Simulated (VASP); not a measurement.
Here is a VASP 6.6.1 calculation.

File INCAR:

```
SYSTEM = Tl5Ir
PREC = Accurate
ENCUT = 520
EDIFF = 1E-7
ISMEAR = 0
SIGMA = 0.1
LREAL = .FALSE.
LASPH = .TRUE.
NELM = 150
ALGO = Fast
ISIF = 2
LWAVE = .FALSE.
LCHARG = .FALSE.
ISPIN = 2
MAGMOM = 0 0 0 0 0 1
LORBIT = 11
LMAXMIX = 4
GGA = PE
NBANDS = 50
```

Contents of KPOINTS:

```
Automatic mesh
0
G
  6 6 1
  0 0 0
```

File POSCAR:

```
Tl5Ir
1.0
    3.3922757745      0.0000000000      0.0000000000
   -1.6961378873      2.9377969974      0.0000000000
    0.0000000000      0.0000000000     16.0479871879
Tl Ir
5 1
Direct
    0.3333333333      0.6666666667      0.1306938200
    0.6666666667      0.3333333333      0.3135954583
    0.3333333333      0.6666666667      0.5000000000
    0.6666666667      0.3333333333      0.6864045417
    0.3333333333      0.6666666667      0.8693061800
    0.0000000000      0.0000000000      0.0000000000
```

Potentials or basis: VASP PAW PBE potentials, release 64 (Tl_d, Ir).

Run with:

```bash
$ cat potpaw_PBE.64/Tl_d/POTCAR potpaw_PBE.64/Ir/POTCAR > POTCAR
$ mpirun -np 1 vasp_std > vasp.out
```

(1) What does it give for the pressure?

(2) Estimate the net moment.

Results:

(1) 0.0 GPa.

(2) 0.00 μB per cell.

Caveat: the k points lie up to 0.39 Å⁻¹ apart.
